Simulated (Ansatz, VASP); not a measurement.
## PbS: VASP beside Ansatz

```
Pb S
1.0
     0.00000    2.92237    2.96960
     2.92237    0.00000    2.96960
     2.92237    2.92237    0.00000
Pb S
1 1
Direct
  0.00000 0.00000 0.00000
  0.50000 0.50000 0.50000
```

Change from the starting cell: strained cell.

Alike in both runs: functional PBEsol; k mesh 10 × 10 × 10; occupations gaussian, width 0.01 eV; no spin polarisation.

Ansatz relaxed the structure, and its values are those at the end. VASP's run is a single point on that final structure, the one shown.

|  | VASP | Ansatz |
| --- | --- | --- |
| version | VASP 6.6.1 | Ansatz 0.2.0 |
| potentials or method | VASP PAW PBE potentials, release 64 (Pb_d, S), cutoff 500 eV | scalar-relativistic, plane waves, PAW |
| valence electrons in the cell | 20 | 20 |

VASP gave:

* gap on the k mesh at the Fermi level (eV): 0.14
* least direct gap on the mesh (eV): 0.14
* pressure (GPa): 0.8

Q: Which values does Ansatz return?

A: gap on the k mesh at the Fermi level (eV): 0.14; least direct gap on the mesh (eV): 0.14; pressure (GPa): 0.9.

VASP's potentials were made for PBE, not for PBEsol, and Ansatz warns of the same on its side. Ansatz's warnings: stress scf threshold loose.

Neither program's run includes spin-orbit coupling.
